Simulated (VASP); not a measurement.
# C in VASP: relaxation of the atoms with PBE+D3(BJ)

Aim: the relaxation of the atoms of C with PBE+D3(BJ).

Program: VASP 6.6.1. These are calculated values, not measurements. Logs are shortened: lines on timing, memory, paths and dates and some standing lists are left out, and cuts for length are marked.

## Step 1: The cell of the first run

The cell holds a slab with vacuum, 10 atoms: a = 2.515 Å, b = 3.557 Å, c = 19.030 Å, α = 90.00°, β = 90.00°, γ = 90.00°.

## Step 2: Relaxation of the atoms, PBE+D3(BJ)

INCAR reads:

```
SYSTEM = C
  ALGO = Normal
  DIPOL = 0.5 0.5 0.500
  EDIFF = 1E-7
  EDIFFG = -0.03
  ENCUT = 520
  GGA = PE
  IBRION = 2
  IDIPOL = 3
  ISIF = 2
  ISMEAR = 0
  IVDW = 12
  LASPH = .True.
  LCHARG = .False.
  LDIPOL = .True.
  LREAL = .False.
  LWAVE = .False.
  NELM = 80
  NSW = 70
  PREC = Accurate
  SIGMA = 0.05
```

KPOINTS reads:

```
k-points
0
Gamma
  10 8 1
  0 0 0
```

POSCAR reads:

```
C
1.0
    2.5152111456      0.0000000000      0.0000000000
    0.0000000000      3.5570457144      0.0000000000
    0.0000000000      0.0000000000     19.0304222913
C
10
Selective dynamics
Direct
    0.5000000000      0.0000000000      0.3678320897  F F F
    0.0000000000      0.2500000000      0.3678320897  F F F
    0.0000000000      0.5000000000      0.4339160449  F F F
    0.5000000000      0.7500000000      0.4339160449  F F F
    0.5000000000      0.0000000000      0.5000000000  T T T
    0.0000000000      0.2500000000      0.5000000000  T T T
    0.0000000000      0.5000000000      0.5660839551  T T T
    0.5000000000      0.7500000000      0.5660839551  T T T
    0.5000000000      0.0000000000      0.6321679103  T T T
    0.0000000000      0.2500000000      0.6321679103  T T T
```

Potentials or basis: VASP PAW PBE potentials, release 64 (C).

Run with:

```sh
$ cat potpaw_PBE.64/C/POTCAR > POTCAR
$ mpirun -np 1 vasp_std > vasp.out
```

OUTCAR:

```text
SYSTEM = C
   EDIFF = 1E-7
   EDIFFG = -0.03
   ENCUT = 520
   GGA = PE
   IBRION = 2
   ISIF = 2
   ISMEAR = 0
   IVDW = 12
   LASPH = .True.
   LREAL = .False.
   NELM = 80
   NSW = 70
   PREC = Accurate
 IVDW          = 12

 ion  position               nearest neighbor table
   1  0.500  0.000  0.368-   2 1.54   2 1.54   4 1.54
   2  0.000  0.250  0.368-   1 1.54   1 1.54   3 1.54
   3  0.000  0.500  0.434-   6 1.54   4 1.54   4 1.54   2 1.54
   4  0.500  0.750  0.434-   5 1.54   3 1.54   3 1.54   1 1.54
   5  0.500  0.000  0.500-   4 1.54   8 1.54   6 1.54   6 1.54
   6  0.000  0.250  0.500-   3 1.54   7 1.54   5 1.54   5 1.54
   7  0.000  0.500  0.566-   6 1.54   8 1.54   8 1.54  10 1.54
   8  0.500  0.750  0.566-   5 1.54   7 1.54   7 1.54   9 1.54
   9  0.500  0.000  0.632-  10 1.54  10 1.54   8 1.54
  10  0.000  0.250  0.632-   9 1.54   9 1.54   7 1.54

  LATTYP: Found a simple orthorhombic cell.
 ALAT       =     2.5152111456
 B/A-ratio  =     1.4142135624
 C/A-ratio  =     7.5661330957

  Lattice vectors:

 A1 = (   2.5152111456,   0.0000000000,   0.0000000000)
 A2 = (   0.0000000000,   3.5570457144,   0.0000000000)
 A3 = (   0.0000000000,   0.0000000000,  19.0304222913)

Analysis of symmetry for initial positions (statically):
=====================================================================
 Subroutine PRICEL returns:
 Original cell was already a primitive cell.

 Routine SETGRP: Setting up the symmetry group for a
 simple orthorhombic supercell.

 Subroutine GETGRP returns: Found  8 space group operations
 (whereof  4 operations were pure point group operations)
 out of a pool of  8 trial point group operations.

The static configuration has the point symmetry C_2v.
 The point group associated with its full space group is D_2h.

Analysis of symmetry for dynamics (positions and initial velocities):
=====================================================================
 Subroutine PRICEL returns:
 Original cell was already a primitive cell.

 Routine SETGRP: Setting up the symmetry group for a
 simple orthorhombic supercell.

 Subroutine GETGRP returns: Found  8 space group operations
 (whereof  4 operations were pure point group operations)
 out of a pool of  8 trial point group operations.

The dynamic configuration has the point symmetry C_2v.
 The point group associated with its full space group is D_2h.

Analysis of constrained symmetry for selective dynamics:
=====================================================================
 Subroutine PRICEL returns:
 Original cell was already a primitive cell.

 Routine SETGRP: Setting up the symmetry group for a
 simple orthorhombic supercell.

 Subroutine GETGRP returns: Found  4 space group operations
 (whereof  2 operations were pure point group operations)
 out of a pool of  8 trial point group operations.

The constrained configuration has the point symmetry C_1h.
 The point group associated with its full space group is C_2v.

 Subroutine INISYM returns: Found  4 space group operations
 (whereof  2 operations are pure point group operations),
 and found     1 'primitive' translations

----------------------------------------------------------------------------------------

                                     Primitive cell

  volume of cell :     170.2599

  direct lattice vectors                    reciprocal lattice vectors
     2.515211146  0.000000000  0.000000000     0.397580935  0.000000000  0.000000000
     0.000000000  3.557045714  0.000000000     0.000000000  0.281132175  0.000000000
     0.000000000  0.000000000 19.030422291     0.000000000  0.000000000  0.052547441

  length of vectors
     2.515211146  3.557045714 19.030422291     0.397580935  0.281132175  0.052547441

  position of ions in fractional coordinates (direct lattice)
     0.500000000  0.000000000  0.367832090
     0.000000000  0.250000000  0.367832090
     0.000000000  0.500000000  0.433916045
     0.500000000  0.750000000  0.433916045
     0.500000000  0.000000000  0.500000000
     0.000000000  0.250000000  0.500000000
[... 48 lines left out ...]
  0.200000  0.000000  0.000000      2.000000
  0.300000  0.000000  0.000000      2.000000
  0.400000  0.000000  0.000000      2.000000
  0.500000  0.000000  0.000000      1.000000
[... 16 lines left out ...]
  0.400000  0.375000  0.000000      4.000000
  0.500000  0.375000  0.000000      2.000000
 [... further k-points ...]
   k-points           NKPTS =     30   k-points in BZ     NKDIM =     30   number of bands    NBANDS=     26
   number of dos      NEDOS =    301   number of ions     NIONS =     10
   total plane-waves  NPLWV =  80640
   dimension x,y,z NGX =    20 NGY =   28 NGZ =  144
   dimension x,y,z NGXF=    40 NGYF=   56 NGZF=  288
   ions per type =              10
   NGX,Y,Z   is equivalent  to a cutoff of  13.22, 13.09, 12.58 a.u.
   NGXF,Y,Z  is equivalent  to a cutoff of  26.44, 26.17, 25.16 a.u.
 SYSTEM =  C
   PREC   = accura    normal or accurate (medium, high low for compatibility)
   ISTART =      0    job   : 0-new  1-cont  2-samecut
   ICHARG =      2    charge: 1-file 2-atom 10-const
   ISPIN  =      1    spin polarized calculation?
   LNONCOLLINEAR =      F non collinear calculations
   LSORBIT =      F    spin-orbit coupling
   LASPH  =      T    aspherical Exc in radial PAW
   ENCUT  =  520.0 eV  38.22 Ry    6.18 a.u.   4.68  6.61 35.38*2*pi/ulx,y,z
   NELM   =     80;   NELMIN=  2; NELMDL= -5     # of ELM steps
   EDIFF  = 0.1E-06   stopping-criterion for ELM
   LREAL  =      F    real-space projection
   EDIFFG = -.3E-01   stopping-criterion for IOM
   NSW    =     70    number of steps for IOM
   IBRION =      2    ionic relax: 0-MD 1-quasi-New 2-CG
   NFREE  =      1    steps in history (QN), initial steepest desc. (CG)
   ISIF   =      2    stress and relaxation
   ISYM   =      2    0-nonsym 1-usesym 2-fastsym
   POTIM  = 0.5000    time-step for ionic-motion
   TEBEG  =    0.0;   TEEND  =   0.0 temperature during run
   PSTRESS=    0.0 pullay stress
   NELECT =      40.0000    total number of electrons
   NUPDOWN=      -1.0000    fix difference up-down
   EMIN   =  10.00;   EMAX   =-10.00  energy-range for DOS
   EFERMI =   0.00;   METHOD = LEGACY
   ISMEAR =     0;   SIGMA  =   0.05  broadening in eV -4-tet -1-fermi 0-gaus
   EFERMI_NEDOS =   21; number of points for ismear=-14 and -15
   IALGO  =     38    algorithm
   IMIX   =      4    mixing-type and parameters
     AMIX     =   0.40;   BMIX     =  1.00
     AMIX_MAG =   1.60;   BMIX_MAG =  1.00
  volume/ion in A,a.u.               =      17.03       114.90
  Fermi-wavevector in a.u.,A,eV,Ry     =   1.010161  1.908928 13.883736  1.020426
  Thomas-Fermi vector in A             =   2.143134
   LORBIT       =      0    0 simple, 1 ext, 2 COOP (PROOUT), +10 PAW based schemes
   GGA     = PE    functional components
   LHFCALC =     F    Hartree Fock is set to
   AEXX    =    0.0000 exact exchange contribution
   IVDW    =    12    specifies the selected vdW correction
   LEPSILON=     F    determine dielectric tensor
   LRPA    =     F    only Hartree local field effects (RPA)
 conjugate gradient relaxation of ions
 non-spin polarized calculation
 Gauss-broadening in eV      SIGMA  =   0.05
  energy-cutoff  :      520.00
  volume of cell :      170.26
 maximum number of plane-waves:      4608
 NGX is ok and might be reduce to    20
   NGX =  9   NGY = 13   NGZ = 71

--------------------------------------- Ionic step        1  -------------------------------------------

 number of electron      40.0000002 magnetization

 Free energy of the ion-electron system (eV)
  ---------------------------------------------------
  ext. energy  EPLUGINS =         0.00000000
  ---------------------------------------------------
  free energy    TOTEN  =       -83.48234103 eV

  energy without entropy =      -83.47723338  energy(sigma->0) =      -83.47978720

------------------------ aborting loop because EDIFF is reached ----------------------------------------

 vacuum level on the upper side and lower side of the slab       (xc-potential included)        -0.071        -0.073

 Edisp (eV)   -1.50061

 E8    (eV) :    -0.4538

  FORCE on cell =-STRESS in cart. coord.  units (eV):
  Direction    XX          YY          ZZ          XY          YZ          ZX
  --------------------------------------------------------------------------------------
  -------------------------------------------------------------------------------------
  Total      -5.38467    -4.31219    -5.17558     0.00000     0.00000     0.00000
  in kB     -50.67071   -40.57847   -48.70320     0.00000     0.00000     0.00000
  external pressure =      -46.65 kB  Pullay stress =        0.00 kB
[... 121 lines left out ...]
  FREE ENERGIE OF THE ION-ELECTRON SYSTEM (eV)
  ---------------------------------------------------
  free  energy   TOTEN  =       -85.5680946286 eV

  energy  without entropy=      -85.5629500206  energy(sigma->0) =      -85.56552232

 dipolmoment           0.000000      0.000000      0.025681 electrons x Angstroem

[... ionic steps 4 to 14 ...]

--------------------------------------- Ionic step       15  -------------------------------------------

 number of electron      40.0000004 magnetization

------------------------ aborting loop because EDIFF is reached ----------------------------------------
[... 91 lines left out ...]
--------------------------------------- Ionic step       17  -------------------------------------------

 number of electron      40.0000004 magnetization

 dipolmoment           0.000000      0.000000     -0.028743 electrons x Angstroem

 Free energy of the ion-electron system (eV)
  ---------------------------------------------------
  ext. energy  EPLUGINS =         0.00000000
  ---------------------------------------------------
  free energy    TOTEN  =       -84.27166298 eV

  energy without entropy =      -84.26912134  energy(sigma->0) =      -84.27039216

 E-fermi :  -0.5317     XC(G=0):  -5.3939

 val. band max:       -0.5452666786   @ k =   0.2000   0.5000   0.0000
 cond. band min:      -0.4891847094   @ k =   0.4000   0.5000   0.0000
 fundamental gap:      0.0560819692
 Fermi energy:        -0.5316929407

 k-point     1 :       0.0000    0.0000    0.0000
  band No.  band energies     occupation
      1     -22.0362      2.00000
      2     -20.1676      2.00000
      3     -17.1368      2.00000
      4     -14.3399      2.00000
      5     -13.6162      2.00000
      6     -13.2540      2.00000
[... 685 lines left out ...]
     25       7.5993      0.00000
     26       7.5993      0.00000

 [... further k-points ...]

------------------------ aborting loop because EDIFF is reached ----------------------------------------

 vacuum level on the upper side and lower side of the slab       (xc-potential included)        -0.295         0.271

 Edisp (eV)   -1.49621

 E8    (eV) :    -0.4528

  FORCE on cell =-STRESS in cart. coord.  units (eV):
  Direction    XX          YY          ZZ          XY          YZ          ZX
  --------------------------------------------------------------------------------------
  -------------------------------------------------------------------------------------
  Total      -4.09550     5.51191    -2.47413     0.00000     0.00000     0.00000
  in kB     -38.53944    51.86814   -23.28207     0.00000     0.00000     0.00000
  external pressure =       -3.32 kB  Pullay stress =        0.00 kB
[... 25 lines left out ...]
  FREE ENERGIE OF THE ION-ELECTRON SYSTEM (eV)
  ---------------------------------------------------
  free  energy   TOTEN  =       -85.7678775630 eV

  energy  without entropy=      -85.7653359174  energy(sigma->0) =      -85.76660674

 reached required accuracy - stopping structural energy minimisation

 vacuum level on the upper side and lower side of the slab         4.903         5.485
```

Wall time 32 min (1 thread of Intel Xeon Platinum 8488C (Sapphire Rapids), shared host); peak memory 0.33 GiB.

What came out:

```yaml
Free_energy: -85.7679 eV
Energy_gained_by_relaxing: 78.5 meV/atom
Ionic_steps: 17
Band_gap_on_the_k_mesh: zero (bands 20 and 21 overlap by 0.17 eV)
Dispersion_energy_per_atom: -0.150 eV
```

The path:
```csv
step,energy change (eV),largest force on free atoms (eV/Å),pressure (GPa)
1,0.0000,4.4920,-4.67
2,0.1087,5.7416,-0.20
3,-0.5851,1.2938,-3.08
4,-0.7312,0.9376,-1.72
5,-0.7319,0.9170,-1.60
6,-0.6544,2.2304,-0.44
7,-0.7633,0.4260,-1.26
8,-0.7652,0.4740,-1.21
9,-0.7687,0.2431,-1.24
10,-0.7743,0.1932,-1.16
11,-0.7752,0.2585,-1.11
12,-0.7791,0.1763,-0.96
13,-0.7809,0.2535,-0.76
14,-0.7844,0.0745,-0.48
15,-0.7849,0.0346,-0.35
16,-0.7849,0.0410,-0.33
17,-0.7849,0.0249,-0.33
```

Final structure:
```
CELL_PARAMETERS angstrom
2.51521 0.00000 0.00000
0.00000 3.55705 0.00000
0.00000 0.00000 19.03042
ATOMIC_POSITIONS crystal
C 0.50000 0.00000 0.36783
C 0.00000 0.25000 0.36783
C 0.00000 0.50000 0.43392
C 0.50000 0.75000 0.43392
C 0.50000 0.00235 0.49988
C 0.00000 0.24765 0.49988
C 0.00000 0.50930 0.56784
C 0.50000 0.74070 0.56784
C 0.50000 0.02848 0.62426
C 0.00000 0.22152 0.62426
```
